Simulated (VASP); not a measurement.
The system is SiNi (WC type).

```xyz
2
Lattice="3.0406 0.0000 0.0000 -1.5203 2.6332 0.0000 0.0000 0.0000 2.9798" Properties=species:S:1:pos:R:3 pbc="T T T"
Ni    0.0000    0.0000    0.0000
Si    0.0000    1.7555    1.4899
```

* Program: VASP 6.6.1
* Task: relaxation of cell and atoms
* Functional: PBE
* Potentials or basis: VASP PAW PBE potentials, release 64 (Ni, Si)
* Cutoff: 600 eV
* k mesh: 14 × 14 × 13
* Occupations: fermi-dirac, width 0.1 eV
* Spin: no spin polarisation

At the start: pressure 10.6 GPa; volume 11.93 Å³/atom.

Question: Where does the relaxation end?

Answer: Over 16 steps the energy falls by 168.0 meV/atom and the volume is 13.09 Å³/atom (+9.7 %); space group P-6m2 (No. 187, to 0.05 Å).

Step by step:
| step | energy change (eV) | largest force (eV/Å) | pressure (GPa) | volume (Å³) |
| --- | --- | --- | --- | --- |
| 1 | 0.0000 | 0.0000 | 10.60 | 23.86 |
| 2 | -0.0121 | 0.0000 | -7.42 | 26.69 |
| 3 | -0.0454 | 0.0000 | -0.11 | 25.31 |
| 4 | -0.0504 | 0.0000 | -0.16 | 25.36 |
| 5 | -0.0739 | 0.0000 | -0.24 | 25.49 |
| 6 | -0.1487 | 0.0000 | -0.40 | 25.68 |
| 7 | -0.3199 | 0.0000 | 1.20 | 25.77 |
| 8 | 1.6124 | 0.0000 | 45.56 | 24.71 |
| 9 | -0.3266 | 0.0000 | 1.71 | 25.76 |
| 10 | -0.3308 | 0.0000 | 3.16 | 25.72 |
| 11 | -0.3321 | 0.0000 | 2.78 | 25.73 |
| 12 | -0.3340 | 0.0000 | 0.97 | 26.10 |
| 13 | -0.3342 | 0.0000 | 1.44 | 26.00 |
| 14 | -0.3356 | 0.0000 | 0.69 | 26.10 |
| 15 | -0.3358 | 0.0000 | -0.34 | 26.22 |
| 16 | -0.3359 | 0.0000 | 0.01 | 26.18 |

Final structure:
```
Ni Si
1.0
     3.48365    0.00000    0.00000
    -1.74182    3.01693    0.00000
     0.00000    0.00000    2.49066
Ni Si
1 1
Direct
  0.00000 0.00000 0.00000
  0.33333 0.66667 0.50000
```
